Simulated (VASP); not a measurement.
**Al3Co2: single point with PBE**

The system is Al3Co2.

```xyz
20
Lattice="6.8857 0.2998 -0.1355 0.2998 6.3232 0.0556 -0.1355 0.0556 6.4306" Properties=species:S:1:pos:R:3 pbc="T T T"
Al    1.4651    0.7899    5.8115
Al    6.1644    4.5344   -0.1362
Al    4.6005    2.3700    2.3443
Al    4.7578    5.1589    1.9114
Al    2.3133    5.5171    3.5632
Al    0.9810    2.3490    1.0737
Al    6.8140    5.9096    4.4242
Al    2.7828    4.7459    5.8520
Al    0.9449    5.3222    1.2196
Al   -1.1782    1.4908   -1.1855
Al    6.8468    3.5825    3.0628
Al    2.5123    2.3017    4.0342
Co    4.7106    6.3710   -0.6411
Co    4.6824    4.0158    4.2105
Co    6.1291    0.8831    1.1288
Co    1.1272    3.3414   -1.1127
Co    2.6118    0.5806    1.7124
Co    2.7304    3.9050    1.7638
Co    3.9344    2.5863   -0.0507
Co    0.6038    0.9869    3.5988
```

| Quantity | Value |
| --- | --- |
| Program | VASP 6.6.1 |
| Task | single point |
| Functional | PBE |
| Potentials or basis | VASP PAW PBE potentials, release 64 (Al, Co) |
| Cutoff | 400 eV |
| k mesh | 1 × 1 × 1, shifted |
| Occupations | fermi-dirac, width 0.1137 eV |
| Spin | no spin polarisation |
| Dipole correction | no |
| Mended | yes |
| Further INCAR settings | LREAL = Auto; ALGO = Normal; EDIFF = 1e-06; NBANDS = 70; ISYM = -1 |

| Property | Result |
| --- | --- |
| Pressure | 0.3 GPa |
| Largest force | 3.602 eV/Å |

Forces in eV/Å, atoms in the order of the input:
```
Al   0.788  0.354 -0.421
Al  -2.776 -2.246 -0.469
Al  -0.048 -0.673 -0.405
Al  -0.177  1.000  0.578
Al   1.387 -0.760 -0.346
Al  -0.080  0.467  0.789
Al  -1.745 -1.043 -0.255
Al   1.592 -0.801  1.312
Al   2.499 -0.806  1.509
Al   1.157  1.452 -0.350
Al  -0.159  0.305  0.229
Al   1.970  0.447 -0.993
Co  -1.069 -0.536  0.566
Co  -0.305  0.233 -0.116
Co  -1.748  1.548 -0.678
Co  -0.811 -0.106  0.225
Co   0.431  0.526 -1.025
Co   0.145 -0.470  0.729
Co  -0.703 -0.667  0.360
Co  -0.347  1.774 -1.237
```

Stress tensor (GPa, compression positive):
```
-1.81 -4.44 -4.92
-4.44  0.61 -3.41
-4.92 -3.41  2.02
```

Levels at points of the mesh, in eV from the Fermi level:
```tsv
k point	band 50	band 51	band 52	band 53	band 54	band 55	band 56	band 57	band 58	band 59
(0.25, 0.25, 0.25)	-0.44	-0.36	-0.22	-0.16	-0.11	0.04	0.16	0.26	0.87	1.19
```

Wall time 36 s on 1 thread of Intel(R) Xeon(R) 6975P-C (Granite Rapids), on a shared host, peak memory 0.27 GiB.

Caveat: the atoms stand as in a frame of molecular dynamics; the run has no spin polarisation, though such a crystal can be magnetic. Spin polarisation is off, so any magnetic state and its effect on volume and gap are missing.
